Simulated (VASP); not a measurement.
Write the native input for VASP 6.6.1 that does the following.

```
Task                   : single point
Functional             : BLYP
Dispersion             : D4
Potentials or basis    : VASP PAW PBE potentials, release 64 (W_sv, S)
Cutoff                 : 500 eV
k mesh                 : 10 × 10 × 1
Occupations            : fermi-dirac, width 0.05 eV
Spin                   : no spin polarisation
Dipole correction      : no
Further INCAR settings : ALGO = Normal; EDIFF = 1e-06; NBANDS = 64
```

The structure of WS2 lies in POSCAR:

```
WS2
1.0
    3.1949275127      0.0000000000      0.0000000000
   -1.5974637563      2.7668883892      0.0000000000
    0.0000000000      0.0000000000     33.1147909463
W S
4 8
Direct
    0.3333333333      0.6666666667      0.5904471663
    0.3333333333      0.6666666667      0.2285878638
    0.6666666667      0.3333333333      0.7714121362
    0.6666666667      0.3333333333      0.4095528337
    0.3333333333      0.6666666667      0.8191679803
    0.3333333333      0.6666666667      0.4571681408
    0.6666666667      0.3333333333      0.6380591995
    0.6666666667      0.3333333333      0.2761921541
    0.3333333333      0.6666666667      0.7238078459
    0.3333333333      0.6666666667      0.3619408005
    0.6666666667      0.3333333333      0.5428318592
    0.6666666667      0.3333333333      0.1808320197
```

These files were run (other wordings do the same):

INCAR

```
PREC = Accurate
ENCUT = 500
EDIFF = 1E-6
ISMEAR = -1
SIGMA = 0.05
LREAL = False
LASPH = True
NELM = 120
ALGO = Normal
ISIF = 2
LWAVE = False
LCHARG = False
GGA = B5
ALDAX = 1.0
AGGAX = 1.0
AGGAC = 1.0
ALDAC = 0.0
IVDW = 13
VDW_S6 = 1.0
VDW_S8 = 2.34076671
VDW_A1 = 0.44488865
VDW_A2 = 4.0933009
NBANDS = 64
GGA_COMPAT = False
```

KPOINTS

```
regular mesh
0
Gamma
  10 10 1
```

Potentials or basis: VASP PAW PBE potentials, release 64 (W_sv, S).

The run is started by

```sh
$ cat potpaw_PBE.64/W_sv/POTCAR potpaw_PBE.64/S/POTCAR > POTCAR
$ mpirun -np 1 vasp_std > vasp.out
```

It gave:

```json
{"Largest force": "0.041 eV/Å", "Band gap on the k mesh": "1.05 eV (least direct gap 2.04 eV)", "Dispersion energy per atom": "-0.803 eV"}
```

Caveat: the PAW data sets were made with another functional, which shifts forces and pressure a little; spin-orbit coupling is left out, which moves the levels of the heavy elements.

Run time: 22 min on 1 thread of Intel(R) Xeon(R) Platinum 8259CL CPU @ 2.50GHz (Skylake/Cascade Lake), on a shared host, peak memory 0.47 GiB.
